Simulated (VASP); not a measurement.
B, 2 atoms in the cell. The structure is hexagonal, space group P6_3/mmc (No. 194). Conventional cell: a = 1.769 Å, b = 1.769 Å, c = 10.933 Å, α = 90.00°, β = 90.00°, γ = 120.00°. Within 2.4 Å of B (site symmetry -6m2) lie 6 B at 1.77 Å.  This cell differs from its parent crystal: volume scaled by 1.08.

* Program: VASP 6.6.1
* Task: single point
* Functional: RPBE
* Potentials or basis: VASP PAW PBE potentials, release 64 (B)
* Cutoff: 520 eV
* k mesh: 23 × 23 × 4
* Occupations: fermi-dirac, width 0.1 eV
* Spin: no spin polarisation
* Dipole correction: no
* Further INCAR settings: ALGO = Normal; EDIFF = 1e-06; NBANDS = 10

Potentials or basis: VASP PAW PBE potentials, release 64 (B).

Command:

```console
$ cat potpaw_PBE.64/B/POTCAR > POTCAR
$ mpirun -np 1 vasp_std > vasp.out
```

Hardware: 1 thread of Intel(R) Xeon(R) Platinum 8259CL CPU @ 2.50GHz (Skylake/Cascade Lake), with other jobs on the host.

Problem. Estimate the wall time of this run.

Solution. It took 42 s on 1 thread of Intel(R) Xeon(R) Platinum 8259CL CPU @ 2.50GHz (Skylake/Cascade Lake), with other jobs on the host, peak memory 0.16 GiB. Counts: scf iterations 13, k points 168.
